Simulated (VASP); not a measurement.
A run of VASP 6.6.1 is set up as follows.

Contents of INCAR:

```
PREC = Accurate
ENCUT = 520
EDIFF = 1E-6
ISMEAR = -1
SIGMA = 0.05
LREAL = False
LASPH = True
NELM = 150
ALGO = Normal
ISIF = 2
LWAVE = False
LCHARG = True
ISPIN = 2
MAGMOM = 1.558 1.558
LORBIT = 11
LMAXMIX = 4
LELF = True
LVHAR = True
NBANDS = 20
```

Contents of KPOINTS:

```
regular mesh
0
Gamma
  24 24 13
```

Contents of POSCAR:

```
Co
1.0
    2.4273810169      0.0000000000      0.0000000000
   -1.2136905084      2.1021736253      0.0000000000
    0.0000000000      0.0000000000      3.9230481315
Co
2
Direct
    0.3333333333      0.6666666667      0.2500000000
    0.6666666667      0.3333333333      0.7500000000
```

Potentials or basis: VASP PAW LDA potentials, release 64 (Co).

Command:

```bash
$ cat potpaw_LDA.64/Co/POTCAR > POTCAR
$ mpirun -np 1 vasp_std > vasp.out
```

(1) Estimate the site moments.

(2) Predict the net moment.

(3) What does it give for the pressure?

Results:

(1) Co +1.48 μB.

(2) 2.98 μB per cell.

(3) -1.1 GPa.
